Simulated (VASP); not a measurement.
# CaSe (F-43m) in VASP: further runs, part 3 of 3

VASP 6.6.1.

## 7. Single point, r2SCAN

This run uses another cell than the first one, of 35.78 Å³/atom, 1.035 times its volume.

Input file POSCAR:

```
CaSe
1.0
    0.0000000000      3.2951325830      3.2951325830
    3.2951325830      0.0000000000      3.2951325830
    3.2951325830      3.2951325830      0.0000000000
Ca Se
1 1
Direct
    0.0000000000      0.0000000000      0.0000000000
    0.2500000000      0.2500000000      0.2500000000
```

Input file INCAR.step1:

```
ALGO = Normal
EDIFF = 1E-4
ENCUT = 520
GGA = PE
ISMEAR = 0
LASPH = T
LCHARG = F
LREAL = F
LWAVE = T
NBANDS = 15
NELM = 60
PREC = Accurate
SIGMA = 0.05
```

Input file INCAR.step2:

```
ALGO = Normal
EDIFF = 1E-6
ENCUT = 520
ISIF = 2
ISMEAR = 0
ISTART = 1
LASPH = T
LCHARG = T
LELF = T
LMIXTAU = T
LREAL = F
LVHAR = T
LWAVE = F
METAGGA = R2SCAN
NBANDS = 15
NELM = 60
PREC = Accurate
SIGMA = 0.05
```

Input file KPOINTS:

```
k-points
0
Gamma
  6 6 6
```

Potentials or basis: VASP PAW PBE potentials, release 64 (Ca_sv, Se).

Started as:

```bash
> cat potpaw_PBE.64/Ca_sv/POTCAR potpaw_PBE.64/Se/POTCAR > POTCAR
> cp INCAR.step1 INCAR
> mpirun -np 1 vasp_std > vasp.out
> cp INCAR.step2 INCAR
> mpirun -np 1 vasp_std > vasp.out
```

OUTCAR:

```text
EDIFF = 1E-6
   ENCUT = 520
   ISIF = 2
   ISMEAR = 0
   ISTART = 1
   LASPH = T
   LREAL = F
   METAGGA = R2SCAN
   NELM = 60
   PREC = Accurate

 ion  position               nearest neighbor table
   1  0.000  0.000  0.000-   2 2.85   2 2.85   2 2.85   2 2.85
   2  0.250  0.250  0.250-   1 2.85   1 2.85   1 2.85   1 2.85

  LATTYP: Found a face centered cubic cell.
 ALAT       =     6.5902651660

  Lattice vectors:

 A1 = (   0.0000000000,   3.2951325830,   3.2951325830)
 A2 = (   3.2951325830,   0.0000000000,   3.2951325830)
 A3 = (   3.2951325830,   3.2951325830,   0.0000000000)

Analysis of symmetry for initial positions (statically):
=====================================================================
 Subroutine PRICEL returns:
 Original cell was already a primitive cell.

 Routine SETGRP: Setting up the symmetry group for a
 face centered cubic supercell.

 Subroutine GETGRP returns: Found 24 space group operations
 (whereof 24 operations were pure point group operations)
 out of a pool of 48 trial point group operations.

The static configuration has the point symmetry T_d .

Analysis of symmetry for dynamics (positions and initial velocities):
=====================================================================
 Subroutine PRICEL returns:
 Original cell was already a primitive cell.

 Routine SETGRP: Setting up the symmetry group for a
 face centered cubic supercell.

 Subroutine GETGRP returns: Found 24 space group operations
 (whereof 24 operations were pure point group operations)
 out of a pool of 48 trial point group operations.

The dynamic configuration has the point symmetry T_d .

 Subroutine INISYM returns: Found 24 space group operations
 (whereof 24 operations are pure point group operations),
 and found     1 'primitive' translations

----------------------------------------------------------------------------------------

[... 112 lines left out ...]
   LEPSILON=     F    determine dielectric tensor
   LRPA    =     F    only Hartree local field effects (RPA)
 non-spin polarized calculation
 Gauss-broadening in eV      SIGMA  =   0.05
  energy-cutoff  :      520.00
  volume of cell :       71.56
 maximum number of plane-waves:      1964
 NGX is ok and might be reduce to    36
   NGX = 17   NGY = 17   NGZ = 17

 number of electron      16.0000002 magnetization

 Free energy of the ion-electron system (eV)
  ---------------------------------------------------
  ext. energy  EPLUGINS =         0.00000000
  ---------------------------------------------------
  free energy    TOTEN  =       -25.35986736 eV

  energy without entropy =      -25.35986736  energy(sigma->0) =      -25.35986736

 E-fermi :  -0.3523     XC(G=0):  -7.9593

 val. band max:       -0.6412375096   @ k =  -0.3333   0.1667   0.0000
 cond. band min:       3.0009344299   @ k =   0.0000   0.0000   0.0000
 fundamental gap:      3.6421719395
 Fermi energy:        -0.3523475094

 k-point     1 :       0.0000    0.0000    0.0000
  band No.  band energies     occupation
      1     -41.2947      2.00000
      2     -21.4223      2.00000
      3     -21.4222      2.00000
      4     -21.4222      2.00000
      5     -11.3416      2.00000
      6      -0.7258      2.00000
      7      -0.7258      2.00000
      8      -0.7258      2.00000
      9       3.0009      0.00000
     10       5.2725      0.00000
     11       5.2725      0.00000
     12       7.2749      0.00000
     13       7.2749      0.00000
     14       7.2749      0.00000
[... 257 lines left out ...]
      2     -21.4654      2.00000
      3     -21.4393      2.00000
      4     -21.4354      2.00000
      5     -10.9972      2.00000
      6      -1.6090      2.00000
      7      -1.0298      2.00000
      8      -0.7395      2.00000
      9       3.4488      0.00000
     10       4.8627      0.00000
     11       5.8519      0.00000
     12       6.0888      0.00000
     13       6.6085      0.00000
     14       8.2248      0.00000
     15       9.1883      0.00000

------------------------ aborting loop because EDIFF is reached ----------------------------------------

  FORCE on cell =-STRESS in cart. coord.  units (eV):
  Direction    XX          YY          ZZ          XY          YZ          ZX
  --------------------------------------------------------------------------------------
  -------------------------------------------------------------------------------------
  Total       -0.1412629     -0.1412629     -0.1412629     -0.0000000      0.0000000      0.0000000
  in kB       -3.1629343     -3.1629343     -3.1629343     -0.0000000      0.0000000      0.0000000
  external PRESSURE =      -3.1629343 kB  Pullay stress =       0.0000000 kB

 VOLUME and BASIS-vectors are now :
 -----------------------------------------------------------------------------
  energy-cutoff  :      520.00
  volume of cell :       71.56
      direct lattice vectors                 reciprocal lattice vectors
     0.000000000  3.295132583  3.295132583    -0.151738963  0.151738963  0.151738963
     3.295132583  0.000000000  3.295132583     0.151738963 -0.151738963  0.151738963
     3.295132583  3.295132583  0.000000000     0.151738963  0.151738963 -0.151738963

 POSITION                                       TOTAL-FORCE (eV/Angst)
 -----------------------------------------------------------------------------------
      0.00000      0.00000      0.00000        -0.000000     -0.000000     -0.000000
      1.64757      1.64757      1.64757         0.000000      0.000000      0.000000
 -----------------------------------------------------------------------------------
    total drift:                                0.000000      0.000000      0.000000

  FREE ENERGIE OF THE ION-ELECTRON SYSTEM (eV)
  ---------------------------------------------------
  free  energy   TOTEN  =       -25.3598673620 eV

  energy  without entropy=      -25.3598673620  energy(sigma->0) =      -25.35986736
```

OUTCAR.step1:

```text
EDIFF = 1E-4
   ENCUT = 520
   GGA = PE
   ISMEAR = 0
   LASPH = T
[... 498 lines left out ...]
 -----------------------------------------------------------------------------------
      0.00000      0.00000      0.00000         0.000000      0.000000      0.000000
      1.64757      1.64757      1.64757        -0.000000     -0.000000     -0.000000
 -----------------------------------------------------------------------------------
    total drift:                                0.000000      0.000000      0.000000

  FREE ENERGIE OF THE ION-ELECTRON SYSTEM (eV)
  ---------------------------------------------------
  free  energy   TOTEN  =        -8.9698386958 eV

  energy  without entropy=       -8.9698386958  energy(sigma->0) =       -8.96983870
```

OSZICAR.step1:

```text
N       E                     dE             d eps       ncg     rms          rms(c)
DAV:   1     0.108462490920E+03    0.10846E+03   -0.72644E+03   480   0.945E+02
DAV:   2    -0.366681278556E+01   -0.11213E+03   -0.10626E+03   599   0.227E+02
DAV:   3    -0.912055674482E+01   -0.54537E+01   -0.54127E+01   708   0.482E+01
DAV:   4    -0.939728474954E+01   -0.27673E+00   -0.27663E+00   656   0.931E+00
DAV:   5    -0.940078145515E+01   -0.34967E-02   -0.34962E-02   687   0.107E+00    0.438E+00
DAV:   6    -0.899773142322E+01    0.40305E+00   -0.53338E-01   543   0.315E+00    0.252E+00
DAV:   7    -0.895570934936E+01    0.42022E-01   -0.22144E-01   641   0.243E+00    0.104E+00
DAV:   8    -0.896851912783E+01   -0.12810E-01   -0.29465E-02   543   0.129E+00    0.208E-01
DAV:   9    -0.896872488976E+01   -0.20576E-03   -0.23908E-03   627   0.407E-01    0.110E-01
DAV:  10    -0.896968836068E+01   -0.96347E-03   -0.85328E-04   536   0.162E-01    0.294E-02
DAV:  11    -0.896983745429E+01   -0.14909E-03   -0.24944E-04   598   0.907E-02    0.120E-02
DAV:  12    -0.896983869582E+01   -0.12415E-05   -0.11089E-05   401   0.190E-02
   1 F= -.89698387E+01 E0= -.89698387E+01  d E =-.159443E-21
```

Run time: 75 s. Hardware: 1 thread of Intel Xeon Platinum 8124M at 3.00GHz (Skylake/Cascade Lake), shared host; peak memory 0.22 GiB.

What came out:

| Property | Result |
| --- | --- |
| Free energy | -25.3599 eV |
| Pressure | -0.3 GPa |
| Band gap on the k mesh | 3.64 eV, indirect (least direct gap 3.73 eV) |

Caveat: the PAW data sets were made with another functional, which shifts forces and pressure a little. r2SCAN opens gaps a little over a GGA but as a rule still falls short of measured ones.

## 8. Overview

```tsv
level	cell	smearing	gap on the mesh (eV)	pressure (GPa)
r2SCAN	a = 4.607 Å, angles 60.0°, 2 atoms	gaussian 0.05 eV	3.76	0.9
r2SCAN	a = 4.638 Å, angles 60.0°, 2 atoms	gaussian 0.05 eV	3.69	0.2
r2SCAN	a = 4.638 Å, angles 60.0°, 2 atoms	tetrahedron	3.69	0.2
r2SCAN+D3(BJ)	a = 4.638 Å, angles 60.0°, 2 atoms	gaussian 0.05 eV	3.69	-0.4
r2SCAN	a = 4.660 Å, angles 60.0°, 2 atoms	gaussian 0.05 eV	3.64	-0.3
```

Alike in all rows: task single point; potentials or basis VASP PAW PBE potentials, release 64 (Ca_sv, Se); no spin polarisation; k mesh 6 × 6 × 6; cutoff (eV) 520.

Caveats: the PAW data sets were made with another functional, which shifts forces and pressure a little; three body term missing (some runs).

Total energies depend on the potentials used, so only differences within one code and one set of settings carry meaning.
